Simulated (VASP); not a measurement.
# Sc (Im-3m) in VASP: a series of runs

Runs on Sc. Level: PBE. Tasks: single point, relaxation of cell and atoms.

Everything below comes from runs of VASP 6.6.1. Logs are shortened: lines on timing, memory, paths and dates and some standing lists are left out, and cuts for length are marked.

## Step 1: The cell of the first run

It takes space group Im-3m (No. 229, cubic). Conventional cell: a = 3.679 Å, b = 3.679 Å, c = 3.679 Å, α = 90.00°, β = 90.00°, γ = 90.00°. Sc (site symmetry m-3m) has 14 Sc at 3.19 to 3.68 Å within 4.2 Å.

## Step 2: Single point, PBE

INCAR

```
PREC = Accurate ; ENCUT = 520
EDIFF = 1E-7 ; ISMEAR = -1
SIGMA = 0.05 ; LREAL = F
LASPH = T ; NELM = 60
ALGO = Normal ; ISIF = 2
LWAVE = F ; LCHARG = F
GGA = PE ; NBANDS = 12
```

KPOINTS

```
regular mesh
0
Gamma
  16 16 16
```

POSCAR

```
Sc
1.0
   -1.8393898878      1.8393898878      1.8393898878
    1.8393898878     -1.8393898878      1.8393898878
    1.8393898878      1.8393898878     -1.8393898878
Sc
1
Direct
    0.0000000000      0.0000000000      0.0000000000
```

Potentials or basis: VASP PAW PBE potentials, release 64 (Sc_sv).

Run with:

```bash
cat potpaw_PBE.64/Sc_sv/POTCAR > POTCAR
mpirun -np 1 vasp_std > vasp.out
```

OUTCAR:

```text
PREC = Accurate
   ENCUT = 520
   EDIFF = 1E-7
   ISMEAR = -1
   LREAL = F
   LASPH = T
   NELM = 60
   ISIF = 2
   GGA = PE

 ion  position               nearest neighbor table
   1  0.000  0.000  0.000-

  LATTYP: Found a body centered cubic cell.
 ALAT       =     3.6787797756

  Lattice vectors:

 A1 = (  -1.8393898878,   1.8393898878,   1.8393898878)
 A2 = (   1.8393898878,  -1.8393898878,   1.8393898878)
 A3 = (   1.8393898878,   1.8393898878,  -1.8393898878)

Analysis of symmetry for initial positions (statically):
=====================================================================
 Subroutine PRICEL returns:
 Original cell was already a primitive cell.

 Routine SETGRP: Setting up the symmetry group for a
 body centered cubic supercell.

 Subroutine GETGRP returns: Found 48 space group operations
 (whereof 48 operations were pure point group operations)
 out of a pool of 48 trial point group operations.

The static configuration has the point symmetry O_h .

Analysis of symmetry for dynamics (positions and initial velocities):
=====================================================================
 Subroutine PRICEL returns:
 Original cell was already a primitive cell.

 Routine SETGRP: Setting up the symmetry group for a
 body centered cubic supercell.

 Subroutine GETGRP returns: Found 48 space group operations
 (whereof 48 operations were pure point group operations)
 out of a pool of 48 trial point group operations.

The dynamic configuration has the point symmetry O_h .

 Subroutine INISYM returns: Found 48 space group operations
 (whereof 48 operations are pure point group operations),
 and found     1 'primitive' translations

----------------------------------------------------------------------------------------

                                     Primitive cell

  volume of cell :      24.8932

  direct lattice vectors                    reciprocal lattice vectors
    -1.839389888  1.839389888  1.839389888     0.000000000  0.271829264  0.271829264
     1.839389888 -1.839389888  1.839389888     0.271829264  0.000000000  0.271829264
     1.839389888  1.839389888 -1.839389888     0.271829264  0.271829264  0.000000000

  length of vectors
     3.185916741  3.185916741  3.185916741     0.384424632  0.384424632  0.384424632

  position of ions in fractional coordinates (direct lattice)
     0.000000000  0.000000000  0.000000000

  ion indices of the primitive-cell ions
   primitive index   ion index
                 1           1

----------------------------------------------------------------------------------------

[... 74 lines left out ...]
   NFREE  =      0    steps in history (QN), initial steepest desc. (CG)
   ISIF   =      2    stress and relaxation
   ISYM   =      2    0-nonsym 1-usesym 2-fastsym
   POTIM  = 0.5000    time-step for ionic-motion
   TEBEG  =    0.0;   TEEND  =   0.0 temperature during run
   PSTRESS=    0.0 pullay stress
   NELECT =      11.0000    total number of electrons
   NUPDOWN=      -1.0000    fix difference up-down
   EMIN   =  10.00;   EMAX   =-10.00  energy-range for DOS
   EFERMI =   0.00;   METHOD = LEGACY
   ISMEAR =    -1;   SIGMA  =   0.05  broadening in eV -4-tet -1-fermi 0-gaus
   EFERMI_NEDOS =   21; number of points for ismear=-14 and -15
   IALGO  =     38    algorithm
   IMIX   =      4    mixing-type and parameters
     AMIX     =   0.40;   BMIX     =  1.00
     AMIX_MAG =   1.60;   BMIX_MAG =  1.00
  volume/ion in A,a.u.               =      24.89       167.99
  Fermi-wavevector in a.u.,A,eV,Ry     =   1.246939  2.356373 21.155118  1.554857
  Thomas-Fermi vector in A             =   2.381094
   LORBIT       =      0    0 simple, 1 ext, 2 COOP (PROOUT), +10 PAW based schemes
   GGA     = PE    functional components
   LHFCALC =     F    Hartree Fock is set to
   AEXX    =    0.0000 exact exchange contribution
   IVDW    =     0    specifies the selected vdW correction
   LEPSILON=     F    determine dielectric tensor
   LRPA    =     F    only Hartree local field effects (RPA)
 non-spin polarized calculation
  energy-cutoff  :      520.00
  volume of cell :       24.89
 maximum number of plane-waves:       691
   NGX = 11   NGY = 11   NGZ = 11

 number of electron      11.0000001 magnetization

 Free energy of the ion-electron system (eV)
  ---------------------------------------------------
  ext. energy  EPLUGINS =         0.00000000
  ---------------------------------------------------
  free energy    TOTEN  =        -6.15524832 eV

  energy without entropy =       -6.13347721  energy(sigma->0) =       -6.14436276

 E-fermi :   3.7338     XC(G=0):  -9.8433

 val. band max:        3.7226968803   @ k =   0.3125   0.1875   0.0000
 cond. band min:       3.7375215584   @ k =   0.3750   0.1875   0.0625
 fundamental gap:      0.0148246781
 Fermi energy:         3.7337918893

 k-point     1 :       0.0000    0.0000    0.0000
  band No.  band energies     occupation
      1     -45.8858      2.00000
      2     -24.2991      2.00000
      3     -24.2991      2.00000
      4     -24.2991      2.00000
      5      -1.4835      2.00000
      6       5.1700      0.00000
      7       5.1700      0.00000
      8       5.1700      0.00000
      9       6.5578      0.00000
     10       6.5578      0.00000
     11      17.7755      0.00000
     12      17.7755      0.00000
[... 331 lines left out ...]
 k-point    24 :       0.2500    0.1875   -0.0000
  band No.  band energies     occupation
      1     -45.8322      2.00000
      2     -24.5954      2.00000
      3     -24.4201      2.00000
      4     -24.3306      2.00000
      5       1.5990      2.00000
      6       3.8604      0.14715
      7       4.2118      0.00014
      8       6.3127      0.00000
      9       6.8599      0.00000
     10       7.6110      0.00000
     11      12.5519      0.00000
     12      13.4848      0.00000

 [... further k-points ...]
[... 5 lines left out ...]
  --------------------------------------------------------------------------------------
  -------------------------------------------------------------------------------------
  Total       -0.0008528     -0.0008528     -0.0008528      0.0000000      0.0000000     -0.0000000
  in kB       -0.0548857     -0.0548857     -0.0548857      0.0000000      0.0000000     -0.0000000
  external PRESSURE =      -0.0548857 kB  Pullay stress =       0.0000000 kB

 VOLUME and BASIS-vectors are now :
 -----------------------------------------------------------------------------
  energy-cutoff  :      520.00
  volume of cell :       24.89
      direct lattice vectors                 reciprocal lattice vectors
    -1.839389888  1.839389888  1.839389888     0.000000000  0.271829264  0.271829264
     1.839389888 -1.839389888  1.839389888     0.271829264  0.000000000  0.271829264
     1.839389888  1.839389888 -1.839389888     0.271829264  0.271829264  0.000000000

 POSITION                                       TOTAL-FORCE (eV/Angst)
 -----------------------------------------------------------------------------------
      0.00000      0.00000      0.00000         0.000000      0.000000     -0.000000
 -----------------------------------------------------------------------------------
    total drift:                                0.000000      0.000000     -0.000000

  FREE ENERGIE OF THE ION-ELECTRON SYSTEM (eV)
  ---------------------------------------------------
  free  energy   TOTEN  =        -6.1552483166 eV

  energy  without entropy=       -6.1334772121  energy(sigma->0) =       -6.14436276
```

Run time: 23 s. Hardware: 1 thread of Intel Xeon Platinum 8259CL at 2.50GHz (Skylake/Cascade Lake), shared host; peak memory 0.16 GiB.

What came out:

```yaml
Free_energy: -6.1552 eV
Pressure: 0.0 GPa
```

## Step 3: Relaxation of cell and atoms, PBE

This run uses another cell than the first one, of 24.73 Å³/atom, 0.994 times its volume.

INCAR

```
PREC = Accurate
ENCUT = 600
EDIFF = 1E-7
ISMEAR = -1
SIGMA = 0.05
LREAL = F
LASPH = T
NELM = 60
ALGO = Normal
ISIF = 3
LWAVE = F
LCHARG = F
GGA = PE
IBRION = 2
NSW = 60
EDIFFG = -0.005
```

KPOINTS is that of step 2.

POSCAR

```
Sc
1.0
   -1.8354594251      1.8354594251      1.8354594251
    1.8354594251     -1.8354594251      1.8354594251
    1.8354594251      1.8354594251     -1.8354594251
Sc
1
Direct
    0.0000000000      0.0000000000      0.0000000000
```

Potentials or basis: VASP PAW PBE potentials, release 64 (Sc_sv).

Run with:

```bash
cat potpaw_PBE.64/Sc_sv/POTCAR > POTCAR
mpirun -np 1 vasp_std > vasp.out
```

It took 77 s on 1 thread of Intel Xeon Platinum 8259CL at 2.50GHz (Skylake/Cascade Lake), shared host; peak memory 0.19 GiB.

The run converged. Its results:

```yaml
Free_energy: -6.1554 eV
Relaxed_volume: 24.91 Å³/atom
Relaxed_cell: a = 3.187 Å, b = 3.187 Å, c = 3.187 Å, α = 109.47°, β = 109.47°, γ = 109.47°
Space_group_after_relaxing_to_0.05_Å: Im-3m (No. 229)
Energy_gained_by_relaxing: 0.2 meV/atom
Ionic_steps: 3
Pressure_after_relaxing: 0.0 GPa
```

The path:
| step | energy change (eV) | largest force (eV/Å) | pressure (GPa) | volume (Å³) |
| --- | --- | --- | --- | --- |
| 1 | 0.0000 | 0.0000 | 0.39 | 24.73 |
| 2 | -0.0002 | 0.0000 | -0.08 | 24.95 |
| 3 | -0.0002 | 0.0000 | 0.00 | 24.91 |

Final structure:
```
Sc
1.0
    -1.83987    1.83987    1.83987
     1.83987   -1.83987    1.83987
     1.83987    1.83987   -1.83987
Sc
1
Cartesian
  0.0000 0.0000 0.0000
```

Levels at points of the mesh, in eV from the Fermi level:
| k point | band 2 | band 3 | band 4 | band 5 | band 6 | band 7 | band 8 | band 9 |
| --- | --- | --- | --- | --- | --- | --- | --- | --- |
| (0.00, 0.00, 0.00) | -28.04 | -28.04 | -28.04 | -5.22 | 1.44 | 1.44 | 1.44 | 2.82 |
| (0.50, 0.00, 0.00) | -28.41 | -28.16 | -28.04 | -1.76 | 0.28 | 0.43 | 2.79 | 3.12 |
| (0.50, 0.50, 0.50) | -28.30 | -28.30 | -28.30 | -1.20 | -1.20 | 3.81 | 3.81 | 3.81 |
